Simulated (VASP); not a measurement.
Wanted: the native input for a VASP 6.6.1 run.

```
Task                   : single point
Functional             : BLYP
Dispersion             : D3(BJ)
Potentials or basis    : VASP PAW PBE potentials, release 64 (Re)
Cutoff                 : 520 eV
k mesh                 : 11 × 11 × 6
Occupations            : fermi-dirac, width 0.05 eV
Spin                   : no spin polarisation
Dipole correction      : no
Further INCAR settings : ALGO = Fast; EDIFF = 1e-06; NBANDS = 14
```

The structure of Re lies in POSCAR:

```
Re
1.0
    2.7422705826      0.0000000000      0.0000000000
   -1.3711352913      2.3748759886      0.0000000000
    0.0000000000      0.0000000000      4.4282782931
Re
2
Direct
    0.6666666667      0.3333333333      0.7500000000
    0.3333333333      0.6666666667      0.2500000000
```

One way to write it, as run:

INCAR

```
AGGAC = 1.0 ; AGGAX = 1.0
ALDAC = 0.0 ; ALDAX = 1.0
ALGO = Fast ; EDIFF = 1E-6
ENCUT = 520 ; GGA = B5
ISIF = 2 ; ISMEAR = -1
IVDW = 12 ; LASPH = True
LCHARG = False ; LREAL = False
LWAVE = False ; NBANDS = 14
NELM = 60 ; PREC = Accurate
SIGMA = 0.05 ; VDW_A1 = 0.4298
VDW_A2 = 4.2359 ; VDW_S6 = 1.0
VDW_S8 = 2.6996
```

KPOINTS

```
k-points
0
Gamma
  11 11 6
```

Potentials or basis: VASP PAW PBE potentials, release 64 (Re).

Launch:

```sh
$ cat potpaw_PBE.64/Re/POTCAR > POTCAR
$ mpirun -np 1 vasp_std > vasp.out
```

Results of the run:

```
Pressure                   : 12.1 GPa
Band gap on the k mesh     : zero (band 7 reaches 10.41 eV, above the bottom of band 8 at 6.94 eV)
Dispersion energy per atom : -1.628 eV
```

Caveat: the PAW data sets were made with another functional, which shifts forces and pressure a little; spin-orbit coupling is left out, which moves the levels of the heavy elements; pairwise dispersion overbinds metals, which lowers pressure and volume.

Run time: 24 s on 1 thread of Intel(R) Xeon(R) Platinum 8375C CPU @ 2.90GHz (Ice Lake) (shared host), peak memory 0.16 GiB.
